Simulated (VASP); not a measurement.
Write the native input for VASP 6.6.1 that does the following.

```yaml
Task: single point
Functional: PBE
Potentials_or_basis: VASP PAW PBE potentials, release 64 (V_sv)
Cutoff: 520 eV
k_mesh: 19 × 19 × 19
Occupations: fermi-dirac, width 0.03 eV
Spin: collinear spin, ferromagnetic start
Starting_moments: "[1.5] μB"
Dipole_correction: no
Further_INCAR_settings: ALGO = Normal; EDIFF = 1e-06; NBANDS = 16
```

The structure of V lies in POSCAR:

```
V
1.0
   -1.5583900000      1.5583900000      1.5130000000
    1.5583900000     -1.5583900000      1.5130000000
    1.5583900000      1.5583900000     -1.5130000000
V
1
Direct
    0.0000000000      0.0000000000      0.0000000000
```

This cell differs from its parent crystal: equal xx and yy strain of +3 %.

The input as run:

INCAR

```
ALGO = Normal
EDIFF = 1E-6
ENCUT = 520
GGA = PE
ISIF = 2
ISMEAR = -1
ISPIN = 2
LASPH = True
LCHARG = True
LELF = True
LMAXMIX = 4
LORBIT = 11
LREAL = False
LVHAR = True
LWAVE = False
MAGMOM = 1.5
NBANDS = 16
NELM = 150
PREC = Accurate
SIGMA = 0.03
```

KPOINTS

```
k-points
0
Gamma
  19 19 19
```

Potentials or basis: VASP PAW PBE potentials, release 64 (V_sv).

The run is started by

```console
$ cat potpaw_PBE.64/V_sv/POTCAR > POTCAR
$ mpirun -np 1 vasp_std > vasp.out
```

It gave:

The pressure is -13.4 GPa, the net moment is 0.00 μB per cell and the valence electrons inside the program's atomic spheres are V 11.51.

Caveat: the cell differs from its parent crystal (equal xx and yy strain of +3 %).

Run time: 88 s on 1 thread of Intel(R) Xeon(R) 6975P-C (Granite Rapids), with other jobs on the host, peak memory 0.28 GiB.
